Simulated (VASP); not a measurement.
# Ge (I4_1/amd) in VASP: further runs

The runs below take Ge through single point, with PBEsol.

Everything below comes from runs of VASP 6.6.1. Logs are shortened: lines on timing, memory, paths and dates and some standing lists are left out, and cuts for length are marked.

## (1) The cell of the first run

It takes space group I4_1/amd (No. 141, tetragonal). The conventional cell has a = 4.013 Å, b = 4.013 Å, c = 5.789 Å, α = 90.00°, β = 90.00°, γ = 90.00°. Ge (site symmetry -4m2) has 4 Ge at 2.47 Å within 3.3 Å.

## (2) Single point, PBEsol (strain +0.0200 x Voigt [0, 1, 0, 0, 0, 0])

Contents of INCAR:

```
SYSTEM = Ge
PREC     = Accurate       ! precision mode
ENCUT    = 520            ! plane-wave cutoff, eV
EDIFF    = 1E-7           ! SCF threshold, eV
ISMEAR   = 0              ! smearing method
SIGMA    = 0.15           ! smearing width, eV
LREAL    = .FALSE.        ! projectors in reciprocal space
LASPH    = .TRUE.         ! aspherical terms in the spheres
NELM     = 60             ! most SCF steps
ALGO     = Normal         ! electronic algorithm
ISIF     = 2              ! what is computed and relaxed
LWAVE    = .FALSE.        ! write WAVECAR
LCHARG   = .FALSE.        ! write CHGCAR
GGA      = PS             ! functional
NBANDS   = 21             ! bands
```

Contents of KPOINTS:

```
regular mesh
0
G
  18 18 18
  0 0 0
```

Contents of POSCAR:

```
Ge
1.0
    0.0000000000      2.8946383408      2.8378807263
    2.8378807263      0.0000000000      2.8378807263
    2.8378807263      2.8946383408      0.0000000000
Ge
2
Direct
    0.5000000000      0.5000000000      0.5000000000
    0.7500000000      0.7500000000      0.7500000000
```

Potentials or basis: VASP PAW PBE potentials, release 64 (Ge_d).

The run is started by

```sh
$ cat potpaw_PBE.64/Ge_d/POTCAR > POTCAR
$ mpirun -np 1 vasp_std > vasp.out
```

OUTCAR:

```text
SYSTEM = Ge
   PREC = Accurate
   ENCUT = 520
   EDIFF = 1E-7
   ISMEAR = 0
   LREAL = .FALSE.
   LASPH = .TRUE.
   NELM = 60
   ISIF = 2
   GGA = PS

 ion  position               nearest neighbor table
   1  0.500  0.500  0.500-   2 2.47   2 2.47   2 2.47   2 2.47
   2  0.750  0.750  0.750-   1 2.47   1 2.47   1 2.47   1 2.47

  LATTYP: Found a body centered tetragonal cell.
 ALAT       =     4.0133694115
 C/A-ratio  =     1.4424978336

  Lattice vectors:

 A1 = (   0.0000000000,  -2.8946383408,   2.8378807263)
 A2 = (   0.0000000000,  -2.8946383408,  -2.8378807263)
 A3 = (   2.8378807263,   2.8946383408,   0.0000000000)

Analysis of symmetry for initial positions (statically):
=====================================================================
 Subroutine PRICEL returns:
 Original cell was already a primitive cell.

 Routine SETGRP: Setting up the symmetry group for a
 body centered tetragonal supercell.

 Subroutine GETGRP returns: Found 16 space group operations
 (whereof  8 operations were pure point group operations)
 out of a pool of 16 trial point group operations.

The static configuration has the point symmetry D_2d.
 The point group associated with its full space group is D_4h.

Analysis of symmetry for dynamics (positions and initial velocities):
=====================================================================
 Subroutine PRICEL returns:
 Original cell was already a primitive cell.

 Routine SETGRP: Setting up the symmetry group for a
 body centered tetragonal supercell.

 Subroutine GETGRP returns: Found 16 space group operations
 (whereof  8 operations were pure point group operations)
 out of a pool of 16 trial point group operations.

The dynamic configuration has the point symmetry D_2d.
 The point group associated with its full space group is D_4h.

 Subroutine INISYM returns: Found 16 space group operations
 (whereof  8 operations are pure point group operations),
 and found     1 'primitive' translations

----------------------------------------------------------------------------------------

                                     Primitive cell

  volume of cell :      46.6243

  direct lattice vectors                    reciprocal lattice vectors
     0.000000000  2.894638341  2.837880726    -0.176187813  0.172733150  0.176187813
     2.837880726  0.000000000  2.837880726     0.176187813 -0.172733150  0.176187813
     2.837880726  2.894638341  0.000000000     0.176187813  0.172733150 -0.176187813
[... 76 lines left out ...]
   ISTART =      0    job   : 0-new  1-cont  2-samecut
   ICHARG =      2    charge: 1-file 2-atom 10-const
   ISPIN  =      1    spin polarized calculation?
   LNONCOLLINEAR =      F non collinear calculations
   LSORBIT =      F    spin-orbit coupling
   LASPH  =      T    aspherical Exc in radial PAW
   ENCUT  =  520.0 eV  38.22 Ry    6.18 a.u.   7.54  7.46  7.54*2*pi/ulx,y,z
   NELM   =     60;   NELMIN=  2; NELMDL= -5     # of ELM steps
   EDIFF  = 0.1E-06   stopping-criterion for ELM
   LREAL  =      F    real-space projection
   EDIFFG = 0.1E-05   stopping-criterion for IOM
   NSW    =      0    number of steps for IOM
   IBRION =     -1    ionic relax: 0-MD 1-quasi-New 2-CG
   NFREE  =      0    steps in history (QN), initial steepest desc. (CG)
   ISIF   =      2    stress and relaxation
   ISYM   =      2    0-nonsym 1-usesym 2-fastsym
   POTIM  = 0.5000    time-step for ionic-motion
   TEBEG  =    0.0;   TEEND  =   0.0 temperature during run
   PSTRESS=    0.0 pullay stress
   NELECT =      28.0000    total number of electrons
   NUPDOWN=      -1.0000    fix difference up-down
   EMIN   =  10.00;   EMAX   =-10.00  energy-range for DOS
   EFERMI =   0.00;   METHOD = LEGACY
   ISMEAR =     0;   SIGMA  =   0.15  broadening in eV -4-tet -1-fermi 0-gaus
   EFERMI_NEDOS =   21; number of points for ismear=-14 and -15
   IALGO  =     38    algorithm
   IMIX   =      4    mixing-type and parameters
     AMIX     =   0.40;   BMIX     =  1.00
     AMIX_MAG =   1.60;   BMIX_MAG =  1.00
  volume/ion in A,a.u.               =      23.31       157.32
  Fermi-wavevector in a.u.,A,eV,Ry     =   1.381200  2.610090 25.956026  1.907714
  Thomas-Fermi vector in A             =   2.506007
   LORBIT       =      0    0 simple, 1 ext, 2 COOP (PROOUT), +10 PAW based schemes
   GGA     = PS    functional components
   LHFCALC =     F    Hartree Fock is set to
   AEXX    =    0.0000 exact exchange contribution
   IVDW    =     0    specifies the selected vdW correction
   LEPSILON=     F    determine dielectric tensor
   LRPA    =     F    only Hartree local field effects (RPA)
 non-spin polarized calculation
 Gauss-broadening in eV      SIGMA  =   0.15
  energy-cutoff  :      520.00
  volume of cell :       46.62
 maximum number of plane-waves:      1291
   NGX = 15   NGY = 15   NGZ = 15

 number of electron      28.0000005 magnetization

 Free energy of the ion-electron system (eV)
  ---------------------------------------------------
  ext. energy  EPLUGINS =         0.00000000
  ---------------------------------------------------
  free energy    TOTEN  =        -9.86862909 eV

  energy without entropy =       -9.86800816  energy(sigma->0) =       -9.86831862

 E-fermi :   4.6075     XC(G=0):  -9.9914

 val. band max:        4.5670969300   @ k =  -0.0556   0.0000   0.0556
 cond. band min:       4.6082927002   @ k =   0.5000   0.0000  -0.0000
 fundamental gap:      0.0411957703
 Fermi energy:         4.6075156119

 k-point     1 :       0.0000    0.0000    0.0000
  band No.  band energies     occupation
      1     -20.1457      2.00000
      2     -20.1457      2.00000
      3     -20.1415      2.00000
      4     -20.1106      2.00000
      5     -20.1093      2.00000
      6     -19.9187      2.00000
[... 565 lines left out ...]
     20      12.5057      0.00000
     21      13.4526      0.00000

 [... further k-points ...]
[... 5 lines left out ...]
  --------------------------------------------------------------------------------------
  -------------------------------------------------------------------------------------
  Total       -0.2564947     -0.6690984     -0.2564947      0.0000000      0.0000000      0.0000000
  in kB       -8.8140697    -22.9925941     -8.8140697      0.0000000      0.0000000      0.0000000
  external PRESSURE =     -13.5402445 kB  Pullay stress =       0.0000000 kB

 VOLUME and BASIS-vectors are now :
 -----------------------------------------------------------------------------
  energy-cutoff  :      520.00
  volume of cell :       46.62
      direct lattice vectors                 reciprocal lattice vectors
     0.000000000  2.894638341  2.837880726    -0.176187813  0.172733150  0.176187813
     2.837880726  0.000000000  2.837880726     0.176187813 -0.172733150  0.176187813
     2.837880726  2.894638341  0.000000000     0.176187813  0.172733150 -0.176187813

 POSITION                                       TOTAL-FORCE (eV/Angst)
 -----------------------------------------------------------------------------------
      2.83788      2.89464      2.83788         0.000000      0.000000      0.000000
      4.25682      4.34196      4.25682        -0.000000      0.000000     -0.000000
 -----------------------------------------------------------------------------------
    total drift:                                0.000000     -0.000000      0.000000

  FREE ENERGIE OF THE ION-ELECTRON SYSTEM (eV)
  ---------------------------------------------------
  free  energy   TOTEN  =        -9.8686290854 eV

  energy  without entropy=       -9.8680081637  energy(sigma->0) =       -9.86831862
```

stdout:

```text
POSCAR found type information on POSCAR Ge
 POSCAR found :  1 types and       2 ions
 scaLAPACK will be used
 -----------------------------------------------------------------------------
|                                                                             |
|                                                                             |
|     You enforced a specific xc type in the INCAR file but a different       |
|     I HOPE YOU KNOW WHAT YOU ARE DOING!                                     |
|                                                                             |
 -----------------------------------------------------------------------------

 LDA part: xc-table for (Slater+PW92), standard interpolation
 POSCAR, INCAR and KPOINTS ok, starting setup
 FFT: planning ... GRIDC
 FFT: planning ... GRID_SOFT
 FFT: planning ... GRID
 WAVECAR not read
 entering main loop
```

It took 4.7 min on 1 thread of Intel Xeon Platinum 8488C (Sapphire Rapids), shared host; peak memory 0.45 GiB.

What came out:

| Quantity | Value |
| --- | --- |
| Free energy | -9.8686 eV |
| Pressure | -1.4 GPa |
| Band gap on the k mesh | zero (band 14 reaches 4.63 eV, above the bottom of band 15 at 4.61 eV) |

Caveat: the cell differs from its parent crystal (strain +0.0200 x Voigt [0, 1, 0, 0, 0, 0]); the PAW data sets were made with another functional, which shifts forces and pressure a little.

## (3) Single point, PBEsol (strain -0.0200 x Voigt [0, 1, 0, 0, 0, 0])

Contents of INCAR:

```
SYSTEM = Ge
PREC = Accurate
ENCUT = 520
EDIFF = 1E-6
ISMEAR = 0
SIGMA = 0.15
LREAL = .False.
LASPH = .True.
NELM = 80
ALGO = Normal
ISIF = 2
LWAVE = .False.
LCHARG = .False.
GGA = PS
NBANDS = 21
```

Contents of KPOINTS:

```
Automatic mesh
0
Gamma
  18 18 18
  0 0 0
```

Contents of POSCAR:

```
Ge
1.0
    0.0000000000      2.7811231118      2.8378807263
    2.8378807263      0.0000000000      2.8378807263
    2.8378807263      2.7811231118      0.0000000000
Ge
2
Direct
    0.5000000000      0.5000000000      0.5000000000
    0.7500000000      0.7500000000      0.7500000000
```

Potentials or basis: VASP PAW PBE potentials, release 64 (Ge_d).

The run is started by

```sh
$ cat potpaw_PBE.64/Ge_d/POTCAR > POTCAR
$ mpirun -np 1 vasp_std > vasp.out
```

It took 4.6 min on 1 thread of Intel Xeon Platinum 8488C (Sapphire Rapids), shared host; peak memory 0.44 GiB.

The run converged. Its results:

```yaml
Free_energy: -9.8687 eV
Pressure: 1.3 GPa
```

Stress tensor (GPa, compression positive):
```
0.88 0.00 0.00
0.00 2.28 0.00
0.00 0.00 0.88
```

Levels at points of the mesh, in eV from the Fermi level:
```csv
k point,band 12,band 13,band 14,band 15,band 16,band 17
"(0.00, 0.00, 0.00)",-0.13,-0.13,0.01,0.02,2.39,2.49
"(0.50, 0.00, 0.00)",-7.76,-1.60,-1.41,0.07,3.57,3.71
"(0.50, 0.50, 0.00)",-9.06,-3.16,-3.16,0.63,0.63,9.47
"(0.50, 0.00, 0.50)",-8.96,-3.30,-3.30,0.47,0.47,9.51
```

Caveat: the cell differs from its parent crystal (strain -0.0200 x Voigt [0, 1, 0, 0, 0, 0]); the PAW data sets were made with another functional, which shifts forces and pressure a little.

## (4) Single point, PBEsol (strain -0.0100 x Voigt [0, 1, 0, 0, 0, 0])

Contents of INCAR:

```
SYSTEM = Ge
PREC     = Accurate       ! precision mode
ENCUT    = 520            ! plane-wave cutoff, eV
EDIFF    = 1E-7           ! SCF threshold, eV
ISMEAR   = 0              ! smearing method
SIGMA    = 0.15           ! smearing width, eV
LREAL    = .False.        ! projectors in reciprocal space
LASPH    = .True.         ! aspherical terms in the spheres
NELM     = 100            ! most SCF steps
ALGO     = Normal         ! electronic algorithm
ISIF     = 2              ! what is computed and relaxed
LWAVE    = .False.        ! write WAVECAR
LCHARG   = .False.        ! write CHGCAR
GGA      = PS             ! functional
NBANDS   = 21             ! bands
```

Contents of KPOINTS:

```
regular mesh
0
Gamma
  18 18 18
  0 0 0
```

Contents of POSCAR:

```
Ge
1.0
    0.0000000000      2.8095019190      2.8378807263
    2.8378807263      0.0000000000      2.8378807263
    2.8378807263      2.8095019190      0.0000000000
Ge
2
Direct
    0.5000000000      0.5000000000      0.5000000000
    0.7500000000      0.7500000000      0.7500000000
```

Potentials or basis: VASP PAW PBE potentials, release 64 (Ge_d).

The run is started by

```sh
$ cat potpaw_PBE.64/Ge_d/POTCAR > POTCAR
$ mpirun -np 1 vasp_std > vasp.out
```

OUTCAR:

```text
SYSTEM = Ge
   PREC = Accurate
   ENCUT = 520
   EDIFF = 1E-7
   ISMEAR = 0
   LREAL = .False.
   LASPH = .True.
   NELM = 100
   ISIF = 2
   GGA = PS

 ion  position               nearest neighbor table
   1  0.500  0.500  0.500-   2 2.45   2 2.45   2 2.45   2 2.45
   2  0.750  0.750  0.750-   1 2.45   1 2.45   1 2.45   1 2.45

  LATTYP: Found a body centered tetragonal cell.
 ALAT       =     4.0133694115
 C/A-ratio  =     1.4000714267

  Lattice vectors:

 A1 = (   0.0000000000,  -2.8095019190,   2.8378807263)
 A2 = (   0.0000000000,  -2.8095019190,  -2.8378807263)
 A3 = (   2.8378807263,   2.8095019190,   0.0000000000)

Analysis of symmetry for initial positions (statically):
=====================================================================
 Subroutine PRICEL returns:
 Original cell was already a primitive cell.

 Routine SETGRP: Setting up the symmetry group for a
 body centered tetragonal supercell.

 Subroutine GETGRP returns: Found 16 space group operations
 (whereof  8 operations were pure point group operations)
 out of a pool of 16 trial point group operations.

[... 155 lines left out ...]
 number of electron      28.0000023 magnetization

 Free energy of the ion-electron system (eV)
  ---------------------------------------------------
  ext. energy  EPLUGINS =         0.00000000
  ---------------------------------------------------
  free energy    TOTEN  =        -9.87358502 eV

  energy without entropy =       -9.87316665  energy(sigma->0) =       -9.87337584

 E-fermi :   4.9272     XC(G=0): -10.1317

 val. band max:        4.9172804324   @ k =   0.0000   0.0000   0.0000
 cond. band min:       4.9886493763   @ k =   0.5000   0.0000   0.0000
 fundamental gap:      0.0713689440
 Fermi energy:         4.9272369747

 k-point     1 :       0.0000    0.0000    0.0000
  band No.  band energies     occupation
      1     -19.8995      2.00000
      2     -19.8970      2.00000
      3     -19.8970      2.00000
      4     -19.8616      2.00000
      5     -19.8607      2.00000
      6     -19.6502      2.00000
[... 565 lines left out ...]
     20      12.8687      0.00000
     21      13.7811      0.00000

 [... further k-points ...]
[... 5 lines left out ...]
  --------------------------------------------------------------------------------------
  -------------------------------------------------------------------------------------
  Total        0.1039654      0.3031087      0.1039654      0.0000000      0.0000000      0.0000000
  in kB        3.6808818     10.7315221      3.6808818      0.0000000      0.0000000      0.0000000
  external PRESSURE =       6.0310952 kB  Pullay stress =       0.0000000 kB

 VOLUME and BASIS-vectors are now :
 -----------------------------------------------------------------------------
  energy-cutoff  :      520.00
  volume of cell :       45.25
      direct lattice vectors                 reciprocal lattice vectors
     0.000000000  2.809501919  2.837880726    -0.176187813  0.177967488  0.176187813
     2.837880726  0.000000000  2.837880726     0.176187813 -0.177967488  0.176187813
     2.837880726  2.809501919  0.000000000     0.176187813  0.177967488 -0.176187813

 POSITION                                       TOTAL-FORCE (eV/Angst)
 -----------------------------------------------------------------------------------
      2.83788      2.80950      2.83788        -0.000000      0.000000      0.000000
      4.25682      4.21425      4.25682         0.000000      0.000000     -0.000000
 -----------------------------------------------------------------------------------
    total drift:                                0.000000     -0.000000     -0.000000

  FREE ENERGIE OF THE ION-ELECTRON SYSTEM (eV)
  ---------------------------------------------------
  free  energy   TOTEN  =        -9.8735850213 eV

  energy  without entropy=       -9.8731666520  energy(sigma->0) =       -9.87337584
```

OSZICAR:

```text
N       E                     dE             d eps       ncg     rms          rms(c)
DAV:   1     0.191490665902E+03    0.19149E+03   -0.14611E+04 22734   0.364E+03
DAV:   2     0.179719466261E+02   -0.17352E+03   -0.16811E+03 20235   0.620E+02
DAV:   3    -0.910057960405E+01   -0.27073E+02   -0.26891E+02 23160   0.143E+02
DAV:   4    -0.100108355586E+02   -0.91026E+00   -0.90978E+00 22625   0.309E+01
DAV:   5    -0.100257093874E+02   -0.14874E-01   -0.14873E-01 23030   0.438E+00    0.326E+00
DAV:   6    -0.992199088471E+01    0.10372E+00   -0.36254E-02 27140   0.227E+00    0.185E+00
DAV:   7    -0.987247375579E+01    0.49517E-01   -0.59014E-02 21755   0.242E+00    0.157E-01
DAV:   8    -0.987347345765E+01   -0.99970E-03   -0.67284E-03 23483   0.114E+00    0.503E-02
DAV:   9    -0.987356826668E+01   -0.94809E-04   -0.23176E-04 23826   0.218E-01    0.118E-02
DAV:  10    -0.987358445089E+01   -0.16184E-04   -0.21292E-05 26116   0.375E-02    0.542E-03
DAV:  11    -0.987358545748E+01   -0.10066E-05   -0.55413E-06 27560   0.389E-02    0.158E-03
DAV:  12    -0.987358504620E+01    0.41128E-06   -0.96613E-07 27439   0.194E-02    0.271E-04
DAV:  13    -0.987358502130E+01    0.24900E-07   -0.17643E-08 14143   0.144E-03
   1 F= -.98735850E+01 E0= -.98733758E+01  d E =-.418369E-03
```

stdout:

```text
POSCAR found type information on POSCAR Ge
 POSCAR found :  1 types and       2 ions
 scaLAPACK will be used
 -----------------------------------------------------------------------------
|                                                                             |
|                                                                             |
|     You enforced a specific xc type in the INCAR file but a different       |
|     I HOPE YOU KNOW WHAT YOU ARE DOING!                                     |
|                                                                             |
 -----------------------------------------------------------------------------

 LDA part: xc-table for (Slater+PW92), standard interpolation
 POSCAR, INCAR and KPOINTS ok, starting setup
 FFT: planning ... GRIDC
 FFT: planning ... GRID_SOFT
 FFT: planning ... GRID
 WAVECAR not read
 entering main loop
```

It took 2.9 min on 1 thread of Intel Xeon 6975P-C (Granite Rapids), shared host; peak memory 0.44 GiB.

What came out:

| Property | Result |
| --- | --- |
| Free energy | -9.8736 eV |
| Pressure | 0.6 GPa |

Caveat: the cell differs from its parent crystal (strain -0.0100 x Voigt [0, 1, 0, 0, 0, 0]); the PAW data sets were made with another functional, which shifts forces and pressure a little.

## (5) Overview

```csv
cell,pressure (GPa)
"a = 4.054, b = 4.013 Å, angles 60.3, 59.3, 60.3°, 2 atoms",-1.4
"a = 3.973, b = 4.013 Å, angles 59.7, 60.7, 59.7°, 2 atoms",1.3
"a = 3.993, b = 4.013 Å, angles 59.8, 60.3, 59.8°, 2 atoms",0.6
```

Alike in all rows: task single point; level PBEsol; potentials or basis VASP PAW PBE potentials, release 64 (Ge_d); no spin polarisation; k mesh 18 × 18 × 18; cutoff (eV) 520; smearing gaussian 0.15 eV.

Caveats: the PAW data sets were made with another functional, which shifts forces and pressure a little.

Absolute energies hang on the potentials; compare differences alone.
